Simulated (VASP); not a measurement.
Wanted: the native input for a VASP 6.6.1 run.

```
Task                   : single point
Functional             : PBE
Potentials or basis    : VASP PAW PBE potentials, release 64 (Ba_sv, Pd_sv_GW, Pt_sv_GW, C, N)
Cutoff                 : 600 eV
k mesh                 : 4 × 4 × 4
Occupations            : gaussian, width 0.1 eV
Spin                   : no spin polarisation
Dipole correction      : no
Further INCAR settings : LREAL = Auto; ALGO = Normal; EDIFF = 1e-06; NBANDS = 69
```

The structure of Ba2PdPtC6N6 lies in POSCAR:

```
Ba2PdPtC6N6
1.0
    0.0000000000      5.1155000000      5.1155000000
    5.1155000000      0.0000000000      5.1155000000
    5.1155000000      5.1155000000      0.0000000000
Ba Pd Pt C N
2 1 1 6 6
Direct
    0.2500000000      0.2500000000      0.2500000000
    0.7500000000      0.7500000000      0.7500000000
    0.0000000000      0.0000000000      0.0000000000
    0.5000000000      0.5000000000      0.5000000000
    0.8105757000      0.1894243000      0.1894243000
    0.1894243000      0.8105757000      0.1894243000
    0.1894243000      0.1894243000      0.8105757000
    0.1894243000      0.8105757000      0.8105757000
    0.8105757000      0.1894243000      0.8105757000
    0.8105757000      0.8105757000      0.1894243000
    0.6962173800      0.3037826200      0.3037826200
    0.3037826200      0.6962173800      0.3037826200
    0.3037826200      0.3037826200      0.6962173800
    0.3037826200      0.6962173800      0.6962173800
    0.6962173800      0.3037826200      0.6962173800
    0.6962173800      0.6962173800      0.3037826200
```

The input as run:

INCAR

```
SYSTEM = Ba2PdPtC6N6
ALGO = Normal ; EDIFF = 1E-6
ENCUT = 600 ; GGA = PE
GGA_COMPAT = .False. ; ISIF = 2
ISMEAR = 0 ; LASPH = .True.
LCHARG = .False. ; LREAL = Auto
LWAVE = .False. ; NBANDS = 69
NELM = 120 ; PREC = Accurate
SIGMA = 0.1
```

KPOINTS

```
k-points
0
Gamma
  4 4 4
  0 0 0
```

Potentials or basis: VASP PAW PBE potentials, release 64 (Ba_sv, Pd_sv_GW, Pt_sv_GW, C, N).

The run is started by

```sh
$ cat potpaw_PBE.64/Ba_sv/POTCAR potpaw_PBE.64/Pd_sv_GW/POTCAR potpaw_PBE.64/Pt_sv_GW/POTCAR potpaw_PBE.64/C/POTCAR potpaw_PBE.64/N/POTCAR > POTCAR
$ mpirun -np 1 vasp_std > vasp.out
```

Results of the run:

```json
{
 "Pressure": "20.0 GPa",
 "Largest force": "1.648 eV/Å",
 "Band gap on the k mesh": "zero (bands 55 and 56 overlap by 0.67 eV)"
}
```

Caveat: the cell stands under pressure; spin-orbit coupling is left out, which moves the levels of the heavy elements; forces of over 1 eV/Å act on the atoms, so gaps and moduli don't describe the material at rest.

It took 17 min on 1 thread of AMD EPYC 7R43 64-Core Processor (Zen 3), on a shared host, peak memory 0.52 GiB.
